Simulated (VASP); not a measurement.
# LiH (P6_3/mmc) in VASP: notebook, part 2 of 2

VASP 6.6.1. Earlier steps stand in the parts before.

## Step 4: G0W0 quasiparticle levels, PBE

The input, POSCAR:

```
LiH
1.0
    2.7815484418      0.0000000000      0.0000000000
   -1.3907742209      2.4088916124      0.0000000000
    0.0000000000      0.0000000000      4.8729606993
Li H
2 2
Direct
    0.0000000000      0.0000000000      0.0000000000
    0.0000000000      0.0000000000      0.5000000000
    0.3333333333      0.6666666667      0.2500000000
    0.6666666667      0.3333333333      0.7500000000
```

The input, INCAR.step1:

```
SYSTEM = LiH
PREC = Accurate ; ENCUT = 500
EDIFF = 1E-8 ; ISMEAR = 0
SIGMA = 0.01 ; LREAL = .False.
LASPH = .True. ; NELM = 80
ALGO = Normal ; LWAVE = .True.
LCHARG = .False. ; GGA = PE
```

The input, INCAR.step2:

```
SYSTEM = LiH
PREC = Accurate ; ENCUT = 500
EDIFF = 1E-8 ; ISMEAR = 0
SIGMA = 0.01 ; LREAL = .False.
LASPH = .True. ; NELM = 1
ALGO = Exact ; LWAVE = .True.
LCHARG = .False. ; GGA = PE
NBANDS = 124 ; LOPTICS = .True.
ISTART = 1
```

The input, INCAR.step3:

```
SYSTEM = LiH
PREC = Accurate ; ENCUT = 500
EDIFF = 1E-8 ; ISMEAR = 0
SIGMA = 0.01 ; LREAL = .False.
LASPH = .True. ; ALGO = EVGW0
LWAVE = .False. ; LCHARG = .False.
GGA = PE ; NELMGW = 1
NBANDS = 124 ; ENCUTGW = 140.0
NOMEGA = 96 ; PRECFOCK = Fast
ISTART = 1 ; NBANDSGW = 10
OMEGAMAX = 20
```

The input, KPOINTS:

```
regular mesh
0
Gamma
  6 6 4
  0 0 0
```

Potentials or basis: VASP PAW PBE potentials, release 64 (Li_GW, H_GW).

On the command line:

```bash
$ cat potpaw_PBE.64/Li_GW/POTCAR potpaw_PBE.64/H_GW/POTCAR > POTCAR
$ cp INCAR.step1 INCAR
$ mpirun -np 1 vasp_std > vasp.out
$ cp INCAR.step2 INCAR
$ mpirun -np 1 vasp_std > vasp.out
$ cp INCAR.step3 INCAR
$ mpirun -np 1 vasp_std > vasp.out
```

OUTCAR:

```text
SYSTEM = LiH
   PREC = Accurate
   ENCUT = 500
   EDIFF = 1E-8
   ISMEAR = 0
   LREAL = .False.
   LASPH = .True.
   GGA = PE
   NELMGW = 1
   ENCUTGW = 140.0
   PRECFOCK = Fast
   ISTART = 1

 ion  position               nearest neighbor table
   1  0.000  0.000  0.000-   3 2.02   4 2.02   3 2.02   4 2.02   4 2.02   3 2.02   2 2.44   2 2.44

   2  0.000  0.000  0.500-   3 2.02   4 2.02   3 2.02   4 2.02   4 2.02   3 2.02   1 2.44   1 2.44

   3  0.333  0.667  0.250-   1 2.02   2 2.02   1 2.02   2 2.02   1 2.02   2 2.02
   4  0.667  0.333  0.750-   1 2.02   2 2.02   1 2.02   2 2.02   1 2.02   2 2.02

  LATTYP: Found a hexagonal cell.
 ALAT       =     2.7815484418
 C/A-ratio  =     1.7518877709

  Lattice vectors:

 A1 = (   2.7815484418,   0.0000000000,   0.0000000000)
 A2 = (  -1.3907742209,   2.4088916124,   0.0000000000)
 A3 = (   0.0000000000,   0.0000000000,   4.8729606993)

Analysis of symmetry for initial positions (statically):
=====================================================================
 Subroutine PRICEL returns:
 Original cell was already a primitive cell.

 Routine SETGRP: Setting up the symmetry group for a
 hexagonal supercell.

 Subroutine GETGRP returns: Found 24 space group operations
 (whereof 12 operations were pure point group operations)
 out of a pool of 24 trial point group operations.

The static configuration has the point symmetry D_3d.
 The point group associated with its full space group is D_6h.

Analysis of symmetry for dynamics (positions and initial velocities):
=====================================================================
 Subroutine PRICEL returns:
 Original cell was already a primitive cell.

 Routine SETGRP: Setting up the symmetry group for a
 hexagonal supercell.

 Subroutine GETGRP returns: Found 24 space group operations
 (whereof 12 operations were pure point group operations)
 out of a pool of 24 trial point group operations.

The dynamic configuration has the point symmetry D_3d.
 The point group associated with its full space group is D_6h.

 Subroutine INISYM returns: Found 24 space group operations
 (whereof 12 operations are pure point group operations),
 and found     1 'primitive' translations

----------------------------------------------------------------------------------------

                                     Primitive cell

  volume of cell :      32.6510

  direct lattice vectors                    reciprocal lattice vectors
     2.781548442  0.000000000  0.000000000     0.359511984  0.207564341  0.000000000
    -1.390774221  2.408891612  0.000000000     0.000000000  0.415128682  0.000000000
     0.000000000  0.000000000  4.872960699     0.000000000  0.000000000  0.205214050

  length of vectors
     2.781548442  2.781548442  4.872960699     0.415128682  0.415128682  0.205214050

  position of ions in fractional coordinates (direct lattice)
     0.000000000  0.000000000  0.000000000
     0.000000000  0.000000000  0.500000000
     0.333333333  0.666666667  0.250000000
     0.666666667  0.333333333  0.750000000

  ion indices of the primitive-cell ions
   primitive index   ion index
                 1           1
                 2           2
                 3           3
                 4           4

----------------------------------------------------------------------------------------

 KPOINTS: regular mesh

Automatic generation of k-mesh.
 Grid dimensions read from file:
 generate k-points for:    6    6    4

 Generating k-lattice:

  Cartesian coordinates                     Fractional coordinates (reciprocal lattice)
     0.059918664  0.034594057  0.000000000     0.166666667  0.000000000  0.000000000
     0.000000000  0.069188114  0.000000000     0.000000000  0.166666667  0.000000000
     0.000000000  0.000000000  0.051303512     0.000000000  0.000000000  0.250000000

  Length of vectors
     0.069188114  0.069188114  0.051303512

  Shift w.r.t. Gamma in fractional coordinates (k-lattice)
     0.000000000  0.000000000  0.000000000

 Subroutine IBZKPT returns following result:
 ===========================================

 Found     21 irreducible k-points:

 Following reciprocal coordinates:
            Coordinates               Weight
  0.000000  0.000000  0.000000      1.000000
  0.166667 -0.000000  0.000000      6.000000
  0.333333  0.000000  0.000000      6.000000
  0.500000 -0.000000  0.000000      3.000000
  0.166667  0.166667  0.000000      6.000000
  0.333333  0.166667  0.000000     12.000000
[... 13 lines left out ...]
  0.333333  0.166667  0.500000     12.000000
  0.333333  0.333333  0.500000      2.000000
   k-points           NKPTS =     21   k-points in BZ     NKDIM =    144   number of bands    NBANDS=    124
   number of dos      NEDOS =    301   number of ions     NIONS =      4
   total plane-waves  NPLWV =  14400
   dimension x,y,z NGX =    20 NGY =   20 NGZ =   36
   dimension x,y,z NGXF=    40 NGYF=   40 NGZF=   72
   ions per type =               2   2
   NGX,Y,Z   is equivalent  to a cutoff of  11.95, 11.95, 12.28 a.u.
   NGXF,Y,Z  is equivalent  to a cutoff of  23.91, 23.91, 24.56 a.u.
 SYSTEM =  LiH
   PREC   = accura    normal or accurate (medium, high low for compatibility)
   ISTART =      1    job   : 0-new  1-cont  2-samecut
   ICHARG =      0    charge: 1-file 2-atom 10-const
   ISPIN  =      1    spin polarized calculation?
   LNONCOLLINEAR =      F non collinear calculations
   LSORBIT =      F    spin-orbit coupling
   LASPH  =      T    aspherical Exc in radial PAW
   ENCUT  =  500.0 eV  36.75 Ry    6.06 a.u.   5.07  5.07  8.88*2*pi/ulx,y,z
   NELM   =     60;   NELMIN=  2; NELMDL=  0     # of ELM steps
   EDIFF  = 0.1E-07   stopping-criterion for ELM
   LREAL  =      F    real-space projection
   EDIFFG = 0.1E-06   stopping-criterion for IOM
   NSW    =      0    number of steps for IOM
   IBRION =     -1    ionic relax: 0-MD 1-quasi-New 2-CG
   NFREE  =      0    steps in history (QN), initial steepest desc. (CG)
   ISIF   =      0    stress and relaxation
   ISYM   =      3    0-nonsym 1-usesym 2-fastsym
   POTIM  = 0.5000    time-step for ionic-motion
   TEBEG  =    0.0;   TEEND  =   0.0 temperature during run
   PSTRESS=    0.0 pullay stress
   NELECT =       4.0000    total number of electrons
   NUPDOWN=      -1.0000    fix difference up-down
   EMIN   =  10.00;   EMAX   =-10.00  energy-range for DOS
   EFERMI =   0.00;   METHOD = LEGACY
   ISMEAR =     0;   SIGMA  =   0.01  broadening in eV -4-tet -1-fermi 0-gaus
   EFERMI_NEDOS =   21; number of points for ismear=-14 and -15
   IALGO  =     38    algorithm
   IMIX   =      4    mixing-type and parameters
     AMIX     =   0.40;   BMIX     =  1.00
     AMIX_MAG =   1.60;   BMIX_MAG =  1.00
  volume/ion in A,a.u.               =       8.16        55.08
  Fermi-wavevector in a.u.,A,eV,Ry     =   0.813072  1.536484  8.994631  0.661087
  Thomas-Fermi vector in A             =   1.922731
   LORBIT       =      0    0 simple, 1 ext, 2 COOP (PROOUT), +10 PAW based schemes
   GGA     = PE    functional components
   LHFCALC =     T    Hartree Fock is set to
   PRECFOCK=fast      Normal, Fast or Accurate (Low or Medium for compatibility)
   ENCUT4O =  -1.0   cutoff for four orbital integrals eV
   NKREDX  =     1    reduce k-point grid by
   NKREDY  =     1    reduce k-point grid by
   NKREDZ  =     1    reduce k-point grid by
   AEXX    =    1.0000 exact exchange contribution
   HFSCREEN=    0.0000 screening length (either q_TF or 0.3 A-1)
   HFSCREENC=   0.0000 screening length for correlation (either q_TF or 0.3 A-1)
   ENCUTFOCK=  -1.0 apply spherical cutoff to Coloumb kernel
   IVDW    =     0    specifies the selected vdW correction
   LEPSILON=     F    determine dielectric tensor
   LRPA    =     F    only Hartree local field effects (RPA)
   LRPAFORCE           =     F    calculate RPA forces
   ENCUTGW             = 140.0    cutoff for response function in eV
   ENCUTGWSOFT         = 112.0    soft cutoff for Coulomb kernel in GW response function in eV
   ENCUTLF             =  -1.0    cutoff for local field effects
   NELMGW              =     1    number of iterations in solving QP/BSE equation
   NELMHF              =     1    number of iterations in the inner HF iteration
   NKREDLFX            =     1    NKREDLFY  =   1   NKREDLFZ  =   1
 non-spin polarized calculation
 Gauss-broadening in eV      SIGMA  =   0.01
  energy-cutoff  :      500.00
  volume of cell :       32.65
 maximum number of plane-waves:       846
  NGX = 12; NGY = 12; NGZ = 24
   NGX = 11   NGY = 11   NGZ = 17
 maximum number of plane-waves:       135

 QP shifts <psi_nk| G(iteration)W_0 |psi_nk>: iteration 1
 for sc-GW calculations column KS-energies equals QP-energies in previous step
 and V_xc(KS)=  KS-energies - (<T + V_ion + V_H > + <T+V_H+V_ion>^1  + <V_x>^1)

 k-point   1 :       0.0000    0.0000    0.0000
  band No.  KS-energies  QP-energies   sigma(KS)   V_xc(KS)     V^pw_x(r,r')   Z            occupation Imag(sigma)

      1      -8.0677      -9.6160     -11.6108      -9.3070     -15.1208       0.6720       2.0000       0.1582
      2      -5.7600      -7.2418     -11.9547      -9.9161     -14.4313       0.7269       2.0000       0.0792
      3       1.7679       2.3895      -6.6108      -7.3940      -3.0595       0.7937       0.0000      -0.0653
      4      11.7338      12.4264      -9.0241      -9.9941      -3.3993       0.7141       0.0000      -0.6013
      5      13.0184      13.6719     -10.0071     -10.9196      -3.9674       0.7162       0.0000      -0.8551
      6      13.5981      14.5521      -6.3301      -7.6121      -1.2072       0.7442       0.0000      -0.4865
      7      13.5981      14.5521      -6.3301      -7.6121      -1.2072       0.7442       0.0000      -0.4865
      8      13.9321      14.8973      -6.6780      -7.9510      -1.5872       0.7582       0.0000      -0.5798
      9      17.0452      17.6249      -7.5203      -8.2047      -1.9880       0.8470       0.0000      -1.4197
     10      17.0452      17.6249      -7.5203      -8.2047      -1.9880       0.8470       0.0000      -1.4197
[... 270 lines left out ...]
      1      -3.4078      -4.8310     -12.6312     -10.7552     -14.3289       0.7586       2.0000       0.0424
      2      -3.4078      -4.8310     -12.6312     -10.7552     -14.3289       0.7586       2.0000       0.0424
      3       1.8017       2.4759      -6.4961      -7.3390      -3.0270       0.7999       0.0000      -0.0625
      4       1.8017       2.4759      -6.4961      -7.3390      -3.0270       0.7999       0.0000      -0.0625
      5       4.6407       5.4526      -6.5652      -7.6108      -2.5120       0.7764       0.0000      -0.0865
      6       4.6407       5.4526      -6.5652      -7.6108      -2.5120       0.7764       0.0000      -0.0865
      7      10.6967      11.3240      -7.5879      -8.4450      -2.2808       0.7320       0.0000      -0.4778
      8      10.6967      11.3240      -7.5879      -8.4450      -2.2808       0.7320       0.0000      -0.4778
      9      13.8138      14.4367      -7.2688      -8.0734      -2.1023       0.7743       0.0000      -0.7984
     10      13.8138      14.4367      -7.2688      -8.0734      -2.1023       0.7743       0.0000      -0.7984
```

Run time: 2.8 min. Hardware: 1 thread of Intel Xeon 6975P-C (Granite Rapids), shared host; peak memory 0.5 GiB.

What came out:

```
Quasiparticle gap                                   : 6.40 eV
Least direct quasiparticle gap                      : 7.02 eV
Band gap of the starting levels on the mesh         : 4.35 eV
Least direct gap of the starting levels on the mesh : 4.95 eV
```

Caveat: the k points lie up to 0.43 Å⁻¹ apart; bands, screening cutoff and mesh are small and nothing is extrapolated, so the quasiparticle values aren't converged.
